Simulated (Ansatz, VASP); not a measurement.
## TiB2 in VASP and in Ansatz

The input INCAR:

```
ALGO = Normal
EDIFF = 1E-6
EDIFFG = -0.001
ENCUT = 600
GGA = PE
IBRION = 2
ISIF = 3
ISMEAR = -1
LASPH = True
LCHARG = False
LREAL = False
LWAVE = False
NELM = 60
NSW = 80
PREC = Accurate
SIGMA = 0.15
```

The input KPOINTS:

```
k-points
0
Gamma
  15 15 14
```

POSCAR

```
TiB2
1.0
    3.0320703133      0.0000000029      0.0000000000
   -1.5160351592      2.6258499159      0.0000000000
    0.0000000000      0.0000000000      3.2235392747
Ti B
1 2
Direct
    0.0000000000      0.0000000000      0.0000000000
    0.3333333333      0.6666666667      0.5000000000
    0.6666666667      0.3333333333      0.5000000000
```

Input for Ansatz:

```yaml
crystal:
  lattice:
    - [3.0320703133, 2.9e-09, 0.0]
    - [-1.5160351592, 2.6258499159, 0.0]
    - [0.0, 0.0, 3.2235392747]
  atoms:
    - { symbol: Ti, position: [0.0, 0.0, 0.0] }
    - { symbol: B, position: [0.3333333333, 0.6666666667, 0.5] }
    - { symbol: B, position: [0.6666666667, 0.3333333333, 0.5] }
basis:
  ecutwfc: 420
kpoints:
  mp_grid: { grid: [15, 15, 14] }
hamiltonian:
  xc: pbe
  pseudopotentials: { kind: paw, azcp: { folder: soft_1 } }
scf:
  occupations: { method: fermi_dirac, width: 0.15 }
output:
  forces: true
  stress: true
  eigenvalues: true
relax:
  adjacent_minimum: "off"
  f_tol: 0.001
  max_steps: 60
  cell: { stress_tol: 0.01 }
```

Alike in both runs: task relaxation of cell and atoms; functional PBE; k mesh 15 × 15 × 14; occupations fermi-dirac, width 0.15 eV; no spin polarisation.

|  | VASP | Ansatz |
| --- | --- | --- |
| version | VASP 6.6.1 | Ansatz 0.2.0 |
| potentials or method | VASP PAW PBE potentials, release 64 (Ti_sv, B), cutoff 600 eV | scalar-relativistic, plane waves, PAW |
| valence electrons in the cell | 18 | 18 |

|  | VASP | Ansatz | Ansatz less VASP |
| --- | --- | --- | --- |
| gap on the k mesh at the Fermi level, each at its own relaxed structure (eV) | none | none | - |
| relaxed volume (Å³/atom) | 8.57 | 8.56 | -0.006 |
| relaxed length of the cell vector where the two differ most in proportion (Å) | 3.225 | 3.224 | -0.0010 |

A gap of «none» marks a metal or a gap that the smearing closes.
